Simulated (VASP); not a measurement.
# Ti (P6_3/mmc) in VASP: a series of runs

The runs below take Ti through single point, with r2SCAN.

Everything below comes from runs of VASP 6.6.1. Logs are shortened: lines on timing, memory, paths and dates and some standing lists are left out, and cuts for length are marked.

**1. The cell of the first run**

Symmetry: P6_3/mmc, No. 194, hexagonal system. Conventional cell: a = 2.936 Å, b = 2.936 Å, c = 4.642 Å, α = 90.00°, β = 90.00°, γ = 120.00°. Within 3.8 Å of Ti (site symmetry -6m2) lie 12 Ti at 2.87 to 2.94 Å.

**2. Single point, r2SCAN**

POSCAR reads:

```
Ti
1.0
    2.9358559451      0.0000000000      0.0000000000
   -1.4679279726      2.5425258303      0.0000000000
    0.0000000000      0.0000000000      4.6416239676
Ti
2
Direct
    0.3333333333      0.6666666667      0.2500000000
    0.6666666667      0.3333333333      0.7500000000
```

INCAR.step1 reads:

```
  PREC = Accurate
  ENCUT = 520
  ISMEAR = -1
  SIGMA = 0.1
  LREAL = False
  LASPH = True
  NELM = 80
  NBANDS = 19
  GGA = PE
  ALGO = Normal
  EDIFF = 1E-4
  LWAVE = True
  LCHARG = False
```

INCAR.step2 reads:

```
  PREC = Accurate
  ENCUT = 520
  EDIFF = 1E-6
  ISMEAR = -1
  SIGMA = 0.1
  LREAL = False
  LASPH = True
  NELM = 80
  ALGO = Normal
  ISIF = 2
  LWAVE = False
  LCHARG = False
  METAGGA = R2SCAN
  LMIXTAU = True
  NBANDS = 19
  ISTART = 1
```

KPOINTS reads:

```
Automatic mesh
0
Gamma
  4 4 3
```

Potentials or basis: VASP PAW PBE potentials, release 64 (Ti_sv).

The run is started by

```sh
cat potpaw_PBE.64/Ti_sv/POTCAR > POTCAR
cp INCAR.step1 INCAR
mpirun -np 1 vasp_std > vasp.out
cp INCAR.step2 INCAR
mpirun -np 1 vasp_std > vasp.out
```

OUTCAR:

```text
PREC = Accurate
   ENCUT = 520
   EDIFF = 1E-6
   ISMEAR = -1
   LREAL = False
   LASPH = True
   NELM = 80
   ISIF = 2
   METAGGA = R2SCAN
   ISTART = 1

 ion  position               nearest neighbor table
   1  0.333  0.667  0.250-   2 2.87   2 2.87   2 2.87   2 2.87   2 2.87   2 2.87
   2  0.667  0.333  0.750-   1 2.87   1 2.87   1 2.87   1 2.87   1 2.87   1 2.87

  LATTYP: Found a hexagonal cell.
 ALAT       =     2.9358559451
 C/A-ratio  =     1.5810121663

  Lattice vectors:

 A1 = (   2.9358559451,   0.0000000000,   0.0000000000)
 A2 = (  -1.4679279726,   2.5425258303,   0.0000000000)
 A3 = (   0.0000000000,   0.0000000000,   4.6416239676)

Analysis of symmetry for initial positions (statically):
=====================================================================
 Subroutine PRICEL returns:
 Original cell was already a primitive cell.

 Routine SETGRP: Setting up the symmetry group for a
 hexagonal supercell.

 Subroutine GETGRP returns: Found 24 space group operations
 (whereof 12 operations were pure point group operations)
 out of a pool of 24 trial point group operations.

The static configuration has the point symmetry D_3d.
 The point group associated with its full space group is D_6h.

Analysis of symmetry for dynamics (positions and initial velocities):
=====================================================================
 Subroutine PRICEL returns:
 Original cell was already a primitive cell.

 Routine SETGRP: Setting up the symmetry group for a
 hexagonal supercell.

 Subroutine GETGRP returns: Found 24 space group operations
 (whereof 12 operations were pure point group operations)
 out of a pool of 24 trial point group operations.

The dynamic configuration has the point symmetry D_3d.
 The point group associated with its full space group is D_6h.

 Subroutine INISYM returns: Found 24 space group operations
 (whereof 12 operations are pure point group operations),
 and found     1 'primitive' translations

----------------------------------------------------------------------------------------

                                     Primitive cell

  volume of cell :      34.6474

  direct lattice vectors                    reciprocal lattice vectors
     2.935855945  0.000000000  0.000000000     0.340616167  0.196654836  0.000000000
    -1.467927973  2.542525830  0.000000000     0.000000000  0.393309672  0.000000000
     0.000000000  0.000000000  4.641623968     0.000000000  0.000000000  0.215441838

  length of vectors
     2.935855945  2.935855945  4.641623968     0.393309672  0.393309672  0.215441838

  position of ions in fractional coordinates (direct lattice)
     0.333333333  0.666666667  0.250000000
     0.666666667  0.333333333  0.750000000

  ion indices of the primitive-cell ions
   primitive index   ion index
                 1           1
                 2           2

----------------------------------------------------------------------------------------

 KPOINTS: Automatic mesh

Automatic generation of k-mesh.
 Grid dimensions read from file:
 generate k-points for:    4    4    3

 Generating k-lattice:

  Cartesian coordinates                     Fractional coordinates (reciprocal lattice)
     0.085154042  0.049163709  0.000000000     0.250000000  0.000000000  0.000000000
     0.000000000  0.098327418  0.000000000     0.000000000  0.250000000  0.000000000
     0.000000000  0.000000000  0.071813946     0.000000000  0.000000000  0.333333333

  Length of vectors
     0.098327418  0.098327418  0.071813946

  Shift w.r.t. Gamma in fractional coordinates (k-lattice)
     0.000000000  0.000000000  0.000000000

 Subroutine IBZKPT returns following result:
 ===========================================

 Found      8 irreducible k-points:

 Following reciprocal coordinates:
            Coordinates               Weight
  0.000000  0.000000  0.000000      1.000000
  0.250000 -0.000000  0.000000      6.000000
  0.500000 -0.000000  0.000000      3.000000
  0.250000  0.250000  0.000000      6.000000
  0.000000  0.000000  0.333333      2.000000
  0.250000 -0.000000  0.333333     12.000000
  0.500000 -0.000000  0.333333      6.000000
  0.250000  0.250000  0.333333     12.000000
   k-points           NKPTS =      8   k-points in BZ     NKDIM =      8   number of bands    NBANDS=     19
   number of dos      NEDOS =    301   number of ions     NIONS =      2
   total plane-waves  NPLWV =  20736
   dimension x,y,z NGX =    24 NGY =   24 NGZ =   36
   dimension x,y,z NGXF=    48 NGYF=   48 NGZF=   72
   ions per type =               2
   NGX,Y,Z   is equivalent  to a cutoff of  13.59, 13.59, 12.89 a.u.
   NGXF,Y,Z  is equivalent  to a cutoff of  27.18, 27.18, 25.79 a.u.
 SYSTEM =  unknown system
   PREC   = accura    normal or accurate (medium, high low for compatibility)
   ISTART =      1    job   : 0-new  1-cont  2-samecut
   ICHARG =      0    charge: 1-file 2-atom 10-const
   ISPIN  =      1    spin polarized calculation?
   LNONCOLLINEAR =      F non collinear calculations
   LSORBIT =      F    spin-orbit coupling
   LASPH  =      T    aspherical Exc in radial PAW
   ENCUT  =  520.0 eV  38.22 Ry    6.18 a.u.   5.46  5.46  8.63*2*pi/ulx,y,z
   NELM   =     80;   NELMIN=  2; NELMDL=  0     # of ELM steps
   EDIFF  = 0.1E-05   stopping-criterion for ELM
   LREAL  =      F    real-space projection
   EDIFFG = 0.1E-04   stopping-criterion for IOM
   NSW    =      0    number of steps for IOM
   IBRION =     -1    ionic relax: 0-MD 1-quasi-New 2-CG
   NFREE  =      0    steps in history (QN), initial steepest desc. (CG)
   ISIF   =      2    stress and relaxation
   ISYM   =      2    0-nonsym 1-usesym 2-fastsym
   POTIM  = 0.5000    time-step for ionic-motion
   TEBEG  =    0.0;   TEEND  =   0.0 temperature during run
   PSTRESS=    0.0 pullay stress
   NELECT =      24.0000    total number of electrons
   NUPDOWN=      -1.0000    fix difference up-down
   EMIN   =  10.00;   EMAX   =-10.00  energy-range for DOS
   EFERMI =   0.00;   METHOD = LEGACY
   ISMEAR =    -1;   SIGMA  =   0.10  broadening in eV -4-tet -1-fermi 0-gaus
   EFERMI_NEDOS =   21; number of points for ismear=-14 and -15
   IALGO  =     38    algorithm
   IMIX   =      4    mixing-type and parameters
     AMIX     =   0.40;   BMIX     =  1.00
     AMIX_MAG =   1.60;   BMIX_MAG =  1.00
  volume/ion in A,a.u.               =      17.32       116.91
  Fermi-wavevector in a.u.,A,eV,Ry     =   1.448511  2.737289 28.547540  2.098185
  Thomas-Fermi vector in A             =   2.566344
   LORBIT       =      0    0 simple, 1 ext, 2 COOP (PROOUT), +10 PAW based schemes
   METAGGA = R2SCAN    functional components
   LHFCALC =     F    Hartree Fock is set to
   AEXX    =    0.0000 exact exchange contribution
   IVDW    =     0    specifies the selected vdW correction
   LEPSILON=     F    determine dielectric tensor
   LRPA    =     F    only Hartree local field effects (RPA)
 non-spin polarized calculation
  energy-cutoff  :      520.00
  volume of cell :       34.65
 maximum number of plane-waves:       965
 NGX is ok and might be reduce to    24
   NGX = 11   NGY = 11   NGZ = 17

 number of electron      24.0000002 magnetization

 Free energy of the ion-electron system (eV)
  ---------------------------------------------------
  ext. energy  EPLUGINS =         0.00000000
  ---------------------------------------------------
  free energy    TOTEN  =       -25.91740006 eV

  energy without entropy =      -25.82852086  energy(sigma->0) =      -25.87296046

 E-fermi :   8.3965     XC(G=0): -12.4099

 val. band max:        8.3358441340   @ k =   0.0000   0.0000   0.3333
 cond. band min:       8.4894616809   @ k =   0.2500   0.2500   0.3333
 fundamental gap:      0.1536175469
 Fermi energy:         8.3964868593

 k-point     1 :       0.0000    0.0000    0.0000
  band No.  band energies     occupation
      1     -50.8014      2.00000
      2     -50.6554      2.00000
      3     -26.3863      2.00000
      4     -25.6842      2.00000
      5     -25.6842      2.00000
      6     -25.6418      2.00000
[... 11 lines left out ...]
     18      10.2445      0.00000
     19      11.8144      0.00000

 k-point     2 :       0.2500   -0.0000    0.0000
  band No.  band energies     occupation
      1     -50.7452      2.00000
      2     -50.6365      2.00000
      3     -26.2552      2.00000
      4     -25.9311      2.00000
      5     -25.8242      2.00000
      6     -25.7617      2.00000
[... 11 lines left out ...]
     18      10.8617      0.00000
     19      12.1213      0.00000

 k-point     3 :       0.5000   -0.0000    0.0000
  band No.  band energies     occupation
      1     -50.6766      2.00000
      2     -50.6293      2.00000
      3     -26.1822      2.00000
      4     -26.0631      2.00000
      5     -26.0507      2.00000
      6     -25.8334      2.00000
[... 11 lines left out ...]
     18      12.2592      0.00000
     19      12.9594      0.00000

 k-point     4 :       0.2500    0.2500    0.0000
  band No.  band energies     occupation
      1     -50.6772      2.00000
      2     -50.6289      2.00000
      3     -26.0753      2.00000
      4     -26.0661      2.00000
      5     -26.0181      2.00000
      6     -25.8726      2.00000
[... 11 lines left out ...]
     18      12.0368      0.00000
     19      12.9216      0.00000

 k-point     5 :       0.0000    0.0000    0.3333
  band No.  band energies     occupation
      1     -50.7653      2.00000
      2     -50.6923      2.00000
      3     -26.2058      2.00000
      4     -25.8338      2.00000
      5     -25.6582      2.00000
      6     -25.6582      2.00000
[... 11 lines left out ...]
     18      10.9914      0.00000
     19      11.7530      0.00000

 k-point     6 :       0.2500   -0.0000    0.3333
  band No.  band energies     occupation
      1     -50.7182      2.00000
      2     -50.6639      2.00000
      3     -26.1826      2.00000
      4     -25.9863      2.00000
      5     -25.8351      2.00000
      6     -25.7251      2.00000
[... 11 lines left out ...]
     18      11.1837      0.00000
     19      11.8208      0.00000

 k-point     7 :       0.5000   -0.0000    0.3333
  band No.  band energies     occupation
      1     -50.6648      2.00000
      2     -50.6411      2.00000
      3     -26.2731      2.00000
      4     -26.1937      2.00000
      5     -25.8773      2.00000
      6     -25.7889      2.00000
[... 11 lines left out ...]
     18      12.1732      0.00000
     19      12.1815      0.00000

 k-point     8 :       0.2500    0.2500    0.3333
  band No.  band energies     occupation
      1     -50.6651      2.00000
      2     -50.6409      2.00000
      3     -26.1885      2.00000
      4     -26.1410      2.00000
      5     -25.9247      2.00000
      6     -25.8646      2.00000
[... 11 lines left out ...]
     18      12.2232      0.00000
     19      13.2095      0.00000

------------------------ aborting loop because EDIFF is reached ----------------------------------------

  FORCE on cell =-STRESS in cart. coord.  units (eV):
  Direction    XX          YY          ZZ          XY          YZ          ZX
  --------------------------------------------------------------------------------------
  -------------------------------------------------------------------------------------
  Total        0.5225069      0.5225069     -0.6375441     -0.0000000      0.0000000      0.0000000
  in kB       24.1619804     24.1619804    -29.4815789     -0.0000000      0.0000000      0.0000000
  external PRESSURE =       6.2807940 kB  Pullay stress =       0.0000000 kB

 VOLUME and BASIS-vectors are now :
 -----------------------------------------------------------------------------
  energy-cutoff  :      520.00
  volume of cell :       34.65
      direct lattice vectors                 reciprocal lattice vectors
     2.935855945  0.000000000  0.000000000     0.340616167  0.196654836  0.000000000
    -1.467927973  2.542525830  0.000000000     0.000000000  0.393309672  0.000000000
     0.000000000  0.000000000  4.641623968     0.000000000  0.000000000  0.215441838

 POSITION                                       TOTAL-FORCE (eV/Angst)
 -----------------------------------------------------------------------------------
     -0.00000      1.69502      1.16041         0.000000      0.000000      0.000000
      1.46793      0.84751      3.48122        -0.000000      0.000000      0.000000
 -----------------------------------------------------------------------------------
    total drift:                                0.000000     -0.000000      0.000000

  FREE ENERGIE OF THE ION-ELECTRON SYSTEM (eV)
  ---------------------------------------------------
  free  energy   TOTEN  =       -25.9174000631 eV

  energy  without entropy=      -25.8285208589  energy(sigma->0) =      -25.87296046
```

Run time: 48 s. Hardware: 1 thread of Intel Xeon 8259CL, shared host; peak memory 0.15 GiB.

Results:

```yaml
Free_energy: -25.9174 eV
Pressure: 0.6 GPa
Band_gap_on_the_k_mesh: zero (bands 12 and 13 overlap by 0.82 eV)
```

Levels at points of the mesh, in eV from the Fermi level:
| k point | band 10 | band 11 | band 12 | band 13 | band 14 | band 15 |
| --- | --- | --- | --- | --- | --- | --- |
| (0.00, 0.00, 0.00) | -2.84 | 0.61 | 0.91 | 0.91 | 1.01 | 1.45 |
| (0.50, 0.00, 0.00) | -2.26 | -1.92 | -0.82 | 0.63 | 0.73 | 1.31 |

Caveat: the k points lie up to 0.62 Å⁻¹ apart, too coarse for converged energies and pressures of a metal; the PAW data sets were made with another functional, which shifts forces and pressure a little.

[end of part 1 of 3]

The gap in the log of VASP goes by the Fermi energy; the results here count the filled bands.